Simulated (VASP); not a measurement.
# ZnS (P6_3mc) in VASP: notebook

ZnS is run at these levels: PBE; tasks: single point.

All numbers are computed with VASP 6.6.1; they aren't measurements. Logs are shortened: lines on timing, memory, paths and dates and some standing lists are left out, and cuts for length are marked.

### 1 The cell of the first run

The structure is hexagonal, space group P6_3mc (No. 186). Conventional cell: a = 3.545 Å, b = 3.545 Å, c = 6.972 Å, α = 90.00°, β = 90.00°, γ = 120.00°. Within 2.9 Å of Zn (site symmetry 3m) lie 4 S at 2.23 to 2.61 Å. S (site symmetry 3m) has 4 Zn at 2.23 to 2.61 Å within 2.9 Å.

### 2 Single point, PBE (18.97 Å³/atom)

INCAR

```
SYSTEM = ZnS
PREC     = Accurate       ! precision mode
ENCUT    = 520            ! plane-wave cutoff, eV
EDIFF    = 1E-6           ! SCF threshold, eV
ISMEAR   = 0              ! smearing method
SIGMA    = 0.05           ! smearing width, eV
LREAL    = .False.        ! projectors in reciprocal space
LASPH    = .True.         ! aspherical terms in the spheres
NELM     = 60             ! most SCF steps
ALGO     = Normal         ! electronic algorithm
ISIF     = 2              ! what is computed and relaxed
LWAVE    = .False.        ! write WAVECAR
LCHARG   = .False.        ! write CHGCAR
GGA      = PE             ! functional
NBANDS   = 26             ! bands
```

KPOINTS

```
regular mesh
0
Gamma
  9 9 6
  0 0 0
```

POSCAR

```
ZnS
1.0
    3.5453316687      0.0000000000      0.0000000000
   -1.7726658343      3.0703472899      0.0000000000
    0.0000000000      0.0000000000      6.9715401933
Zn S
2 2
Direct
    0.3333333333      0.6666666667      0.0052003725
    0.6666666667      0.3333333333      0.5052003725
    0.3333333333      0.6666666667      0.3797996275
    0.6666666667      0.3333333333      0.8797996275
```

Potentials or basis: VASP PAW PBE potentials, release 64 (Zn, S).

Launch:

```sh
cat potpaw_PBE.64/Zn/POTCAR potpaw_PBE.64/S/POTCAR > POTCAR
mpirun -np 1 vasp_std > vasp.out
```

OUTCAR:

```text
SYSTEM = ZnS
   PREC = Accurate
   ENCUT = 520
   EDIFF = 1E-6
   ISMEAR = 0
   LREAL = .False.
   LASPH = .True.
   NELM = 60
   ISIF = 2
   GGA = PE

 ion  position               nearest neighbor table
   1  0.333  0.667  0.005-   4 2.23   4 2.23   4 2.23   3 2.61
   2  0.667  0.333  0.505-   3 2.23   3 2.23   3 2.23   4 2.61
   3  0.333  0.667  0.380-   2 2.23   2 2.23   2 2.23   1 2.61
   4  0.667  0.333  0.880-   1 2.23   1 2.23   1 2.23   2 2.61

  LATTYP: Found a hexagonal cell.
 ALAT       =     3.5453316687
 C/A-ratio  =     1.9664000000

  Lattice vectors:

 A1 = (   3.5453316687,   0.0000000000,   0.0000000000)
 A2 = (  -1.7726658343,   3.0703472899,   0.0000000000)
 A3 = (   0.0000000000,   0.0000000000,   6.9715401933)

Analysis of symmetry for initial positions (statically):
=====================================================================
 Subroutine PRICEL returns:
 Original cell was already a primitive cell.

 Routine SETGRP: Setting up the symmetry group for a
 hexagonal supercell.

 Subroutine GETGRP returns: Found 12 space group operations
 (whereof  6 operations were pure point group operations)
 out of a pool of 24 trial point group operations.

The static configuration has the point symmetry C_3v.
 The point group associated with its full space group is C_6v.

Analysis of symmetry for dynamics (positions and initial velocities):
=====================================================================
 Subroutine PRICEL returns:
 Original cell was already a primitive cell.

 Routine SETGRP: Setting up the symmetry group for a
 hexagonal supercell.

 Subroutine GETGRP returns: Found 12 space group operations
 (whereof  6 operations were pure point group operations)
 out of a pool of 24 trial point group operations.

The dynamic configuration has the point symmetry C_3v.
 The point group associated with its full space group is C_6v.

 Subroutine INISYM returns: Found 12 space group operations
 (whereof  6 operations are pure point group operations),
 and found     1 'primitive' translations

----------------------------------------------------------------------------------------

                                     Primitive cell

  volume of cell :      75.8880

  direct lattice vectors                    reciprocal lattice vectors
     3.545331669  0.000000000  0.000000000     0.282061058  0.162848028  0.000000000
    -1.772665834  3.070347290  0.000000000     0.000000000  0.325696055  0.000000000
     0.000000000  0.000000000  6.971540193     0.000000000  0.000000000  0.143440326

  length of vectors
     3.545331669  3.545331669  6.971540193     0.325696055  0.325696055  0.143440326

  position of ions in fractional coordinates (direct lattice)
     0.333333333  0.666666667  0.005200372
     0.666666667  0.333333333  0.505200372
     0.333333333  0.666666667  0.379799627
     0.666666667  0.333333333  0.879799627

  ion indices of the primitive-cell ions
   primitive index   ion index
                 1           1
                 2           2
                 3           3
                 4           4

----------------------------------------------------------------------------------------

 KPOINTS: regular mesh

Automatic generation of k-mesh.
 Grid dimensions read from file:
 generate k-points for:    9    9    6

 Generating k-lattice:

  Cartesian coordinates                     Fractional coordinates (reciprocal lattice)
     0.031340118  0.018094225  0.000000000     0.111111111  0.000000000  0.000000000
     0.000000000  0.036188451  0.000000000     0.000000000  0.111111111  0.000000000
     0.000000000  0.000000000  0.023906721     0.000000000  0.000000000  0.166666667

  Length of vectors
     0.036188451  0.036188451  0.023906721

  Shift w.r.t. Gamma in fractional coordinates (k-lattice)
     0.000000000  0.000000000  0.000000000

 Subroutine IBZKPT returns following result:
 ===========================================

 Found     48 irreducible k-points:

 Following reciprocal coordinates:
            Coordinates               Weight
  0.000000  0.000000  0.000000      1.000000
  0.111111 -0.000000  0.000000      6.000000
  0.222222  0.000000  0.000000      6.000000
  0.333333 -0.000000  0.000000      6.000000
  0.444444  0.000000  0.000000      6.000000
  0.111111  0.111111  0.000000      6.000000
[... 16 lines left out ...]
  0.333333  0.222222  0.166667     24.000000
  0.333333  0.333333  0.166667      4.000000
 [... further k-points ...]
   k-points           NKPTS =     48   k-points in BZ     NKDIM =     48   number of bands    NBANDS=     26
   number of dos      NEDOS =    301   number of ions     NIONS =      4
   total plane-waves  NPLWV =  42336
   dimension x,y,z NGX =    28 NGY =   28 NGZ =   54
   dimension x,y,z NGXF=    56 NGYF=   56 NGZF=  108
   ions per type =               2   2
   NGX,Y,Z   is equivalent  to a cutoff of  13.13, 13.13, 12.88 a.u.
   NGXF,Y,Z  is equivalent  to a cutoff of  26.26, 26.26, 25.75 a.u.
 SYSTEM =  ZnS
   PREC   = accura    normal or accurate (medium, high low for compatibility)
   ISTART =      0    job   : 0-new  1-cont  2-samecut
   ICHARG =      2    charge: 1-file 2-atom 10-const
   ISPIN  =      1    spin polarized calculation?
   LNONCOLLINEAR =      F non collinear calculations
   LSORBIT =      F    spin-orbit coupling
   LASPH  =      T    aspherical Exc in radial PAW
   ENCUT  =  520.0 eV  38.22 Ry    6.18 a.u.   6.59  6.59 12.96*2*pi/ulx,y,z
   NELM   =     60;   NELMIN=  2; NELMDL= -5     # of ELM steps
   EDIFF  = 0.1E-05   stopping-criterion for ELM
   LREAL  =      F    real-space projection
   EDIFFG = 0.1E-04   stopping-criterion for IOM
   NSW    =      0    number of steps for IOM
   IBRION =     -1    ionic relax: 0-MD 1-quasi-New 2-CG
   NFREE  =      0    steps in history (QN), initial steepest desc. (CG)
   ISIF   =      2    stress and relaxation
   ISYM   =      2    0-nonsym 1-usesym 2-fastsym
   POTIM  = 0.5000    time-step for ionic-motion
   TEBEG  =    0.0;   TEEND  =   0.0 temperature during run
   PSTRESS=    0.0 pullay stress
   NELECT =      36.0000    total number of electrons
   NUPDOWN=      -1.0000    fix difference up-down
   EMIN   =  10.00;   EMAX   =-10.00  energy-range for DOS
   EFERMI =   0.00;   METHOD = LEGACY
   ISMEAR =     0;   SIGMA  =   0.05  broadening in eV -4-tet -1-fermi 0-gaus
   EFERMI_NEDOS =   21; number of points for ismear=-14 and -15
   IALGO  =     38    algorithm
   IMIX   =      4    mixing-type and parameters
     AMIX     =   0.40;   BMIX     =  1.00
     AMIX_MAG =   1.60;   BMIX_MAG =  1.00
  volume/ion in A,a.u.               =      18.97       128.03
  Fermi-wavevector in a.u.,A,eV,Ry     =   1.276786  2.412775 22.179964  1.630181
  Thomas-Fermi vector in A             =   2.409422
   LORBIT       =      0    0 simple, 1 ext, 2 COOP (PROOUT), +10 PAW based schemes
   GGA     = PE    functional components
   LHFCALC =     F    Hartree Fock is set to
   AEXX    =    0.0000 exact exchange contribution
   IVDW    =     0    specifies the selected vdW correction
   LEPSILON=     F    determine dielectric tensor
   LRPA    =     F    only Hartree local field effects (RPA)
 non-spin polarized calculation
 Gauss-broadening in eV      SIGMA  =   0.05
  energy-cutoff  :      520.00
  volume of cell :       75.89
 maximum number of plane-waves:      2078
 NGX is ok and might be reduce to    28
   NGX = 13   NGY = 13   NGZ = 25

 number of electron      36.0000003 magnetization

 Free energy of the ion-electron system (eV)
  ---------------------------------------------------
  ext. energy  EPLUGINS =         0.00000000
  ---------------------------------------------------
  free energy    TOTEN  =       -12.89395289 eV

  energy without entropy =      -12.89395289  energy(sigma->0) =      -12.89395289

 E-fermi :   3.1165     XC(G=0):  -9.8031

 val. band max:        2.8544594492   @ k =   0.0000   0.0000   0.0000
 cond. band min:       4.1647394689   @ k =   0.0000   0.0000   0.0000
 fundamental gap:      1.3102800196
 Fermi energy:         3.1164863428

 k-point     1 :       0.0000    0.0000    0.0000
  band No.  band energies     occupation
      1     -11.0238      2.00000
      2     -10.4302      2.00000
      3      -4.1229      2.00000
      4      -4.1229      2.00000
      5      -4.0790      2.00000
      6      -4.0790      2.00000
[... 18 lines left out ...]
     25      10.6057      0.00000
     26      10.6057      0.00000

 k-point     2 :       0.1111   -0.0000    0.0000
  band No.  band energies     occupation
      1     -10.9147      2.00000
      2     -10.3424      2.00000
      3      -4.1392      2.00000
      4      -4.0996      2.00000
      5      -4.0795      2.00000
      6      -4.0508      2.00000
[... 18 lines left out ...]
     25      10.4343      0.00000
     26      11.0387      0.00000

 k-point     3 :       0.2222    0.0000    0.0000
  band No.  band energies     occupation
      1     -10.6149      2.00000
      2     -10.1104      2.00000
      3      -4.1721      2.00000
      4      -4.0727      2.00000
      5      -4.0454      2.00000
      6      -3.9798      2.00000
[... 18 lines left out ...]
     25      10.7909      0.00000
     26      11.5768      0.00000

 k-point     4 :       0.3333   -0.0000    0.0000
  band No.  band energies     occupation
      1     -10.2158      2.00000
      2      -9.8322      2.00000
      3      -4.1724      2.00000
      4      -4.0553      2.00000
      5      -3.9963      2.00000
      6      -3.9026      2.00000
[... 18 lines left out ...]
     25      11.5967      0.00000
     26      13.4701      0.00000

 k-point     5 :       0.4444    0.0000    0.0000
  band No.  band energies     occupation
      1      -9.8943      2.00000
      2      -9.6574      2.00000
      3      -4.1257      2.00000
      4      -4.0289      2.00000
      5      -3.9736      2.00000
      6      -3.8576      2.00000
[... 18 lines left out ...]
     25      10.9983      0.00000
     26      14.1117      0.00000

 k-point     6 :       0.1111    0.1111    0.0000
  band No.  band energies     occupation
      1     -10.7099      2.00000
      2     -10.1822      2.00000
      3      -4.1516      2.00000
      4      -4.0761      2.00000
      5      -4.0601      2.00000
      6      -4.0157      2.00000
[... 427 lines left out ...]
 k-point    21 :       0.4444    0.1111    0.1667
  band No.  band energies     occupation
      1      -9.7898      2.00000
      2      -9.6318      2.00000
      3      -4.1017      2.00000
      4      -3.9864      2.00000
      5      -3.9387      2.00000
      6      -3.8479      2.00000
[... 18 lines left out ...]
     25      11.3412      0.00000
     26      12.7285      0.00000

 k-point    22 :       0.2222    0.2222    0.1667
  band No.  band energies     occupation
      1     -10.0012      2.00000
      2      -9.7349      2.00000
      3      -4.0820      2.00000
      4      -4.0179      2.00000
      5      -3.9099      2.00000
      6      -3.8639      2.00000
[... 18 lines left out ...]
     25      11.3202      0.00000
     26      11.6683      0.00000

 k-point    23 :       0.3333    0.2222    0.1667
  band No.  band energies     occupation
      1      -9.7406      2.00000
      2      -9.6075      2.00000
      3      -4.0981      2.00000
      4      -3.9360      2.00000
      5      -3.8332      2.00000
      6      -3.7698      2.00000
[... 18 lines left out ...]
     25      11.5460      0.00000
     26      12.0812      0.00000

 k-point    24 :       0.3333    0.3333    0.1667
  band No.  band energies     occupation
      1      -9.6073      2.00000
      2      -9.6073      2.00000
      3      -4.1071      2.00000
      4      -3.9203      2.00000
      5      -3.7356      2.00000
      6      -3.7356      2.00000
[... 18 lines left out ...]
     25      12.2750      0.00000
     26      12.2764      0.00000

 [... further k-points ...]
[... 5 lines left out ...]
  --------------------------------------------------------------------------------------
  -------------------------------------------------------------------------------------
  Total        7.8965893      7.8965893     -3.1592849      0.0000000      0.0000000      0.0000000
  in kB      166.7159029    166.7159029    -66.7000670      0.0000000      0.0000000      0.0000000
  external PRESSURE =      88.9105796 kB  Pullay stress =       0.0000000 kB

 VOLUME and BASIS-vectors are now :
 -----------------------------------------------------------------------------
  energy-cutoff  :      520.00
  volume of cell :       75.89
      direct lattice vectors                 reciprocal lattice vectors
     3.545331669  0.000000000  0.000000000     0.282061058  0.162848028  0.000000000
    -1.772665834  3.070347290  0.000000000     0.000000000  0.325696055  0.000000000
     0.000000000  0.000000000  6.971540193     0.000000000  0.000000000  0.143440326

 POSITION                                       TOTAL-FORCE (eV/Angst)
 -----------------------------------------------------------------------------------
     -0.00000      2.04690      0.03625        -0.000000     -0.000000      0.813998
      1.77267      1.02345      3.52202         0.000000      0.000000      0.813998
     -0.00000      2.04690      2.64779        -0.000000      0.000000     -0.813998
      1.77267      1.02345      6.13356        -0.000000     -0.000000     -0.813998
 -----------------------------------------------------------------------------------
    total drift:                               -0.000000     -0.000000     -0.000149

  FREE ENERGIE OF THE ION-ELECTRON SYSTEM (eV)
  ---------------------------------------------------
  free  energy   TOTEN  =       -12.8939528950 eV

  energy  without entropy=      -12.8939528950  energy(sigma->0) =      -12.89395289
```

Run time: 2.5 min. Hardware: 1 thread of Intel Xeon 8259CL, shared host; peak memory 0.23 GiB.

What came out:

```yaml
Free_energy: -12.8940 eV
Pressure: 8.9 GPa
Largest_force: 0.814 eV/Å
Band_gap_on_the_k_mesh: 1.31 eV
```

Forces on the atoms (eV/Å):
```
Zn   0.000  0.000  0.814
Zn   0.000  0.000  0.814
S    0.000  0.000 -0.814
S    0.000  0.000 -0.814
```

Caveat: the cell stands under pressure; an odd mesh through Γ misses points on the zone boundary, where band edges can lie.

### 3 Single point, PBE (18.97 Å³/atom)

INCAR

```
  ALGO = Normal
  EDIFF = 1E-7
  ENCUT = 520
  GGA = PE
  ISIF = 2
  ISMEAR = 0
  LASPH = True
  LCHARG = False
  LREAL = False
  LWAVE = False
  NBANDS = 26
  NELM = 60
  PREC = Accurate
  SIGMA = 0.05
```

KPOINTS

```
k-points
0
Gamma
  9 9 6
```

POSCAR

```
ZnS
1.0
    4.0026192513      0.0000000000      0.0000000000
   -2.0013096256      3.4663699534      0.0000000000
    0.0000000000      0.0000000000      5.4695792070
Zn S
2 2
Direct
    0.3333333333      0.6666666667      0.0052003725
    0.6666666667      0.3333333333      0.5052003725
    0.3333333333      0.6666666667      0.3797996275
    0.6666666667      0.3333333333      0.8797996275
```

Potentials or basis: VASP PAW PBE potentials, release 64 (Zn, S).

Launch:

```sh
cat potpaw_PBE.64/Zn/POTCAR potpaw_PBE.64/S/POTCAR > POTCAR
mpirun -np 1 vasp_std > vasp.out
```

Wall time 2.8 min (1 thread of Intel Xeon 8259CL, shared host); peak memory 0.23 GiB.

It converged, with:

* Free energy: -12.5971 eV
* Pressure: 10.7 GPa
* Largest force: 2.828 eV/Å
* Band gap on the k mesh: 1.85 eV

Forces on the atoms (eV/Å):
```
Zn   0.000  0.000 -2.828
Zn   0.000  0.000 -2.828
S    0.000  0.000  2.828
S    0.000  0.000  2.828
```

Stress tensor (GPa, compression positive):
```
-2.07  0.00  0.00
 0.00 -2.07  0.00
 0.00  0.00 36.15
```

Levels at points of the mesh, in eV from the valence-band top:
```tsv
k point	band 14	band 15	band 16	band 17	band 18	band 19	band 20	band 21	band 22	band 23
(0.00, 0.00, 0.00)	-1.73	-1.73	-0.15	-0.15	0.00	1.85	2.26	5.54	5.54	7.62
(0.00, 0.00, 0.50)	-2.54	-0.97	-0.97	-0.97	-0.97	3.15	3.15	5.98	5.98	5.98
```

Caveat: the cell stands under pressure; an odd mesh through Γ misses points on the zone boundary, where band edges can lie; forces of over 1 eV/Å act on the atoms, so gaps and moduli don't describe the material at rest.
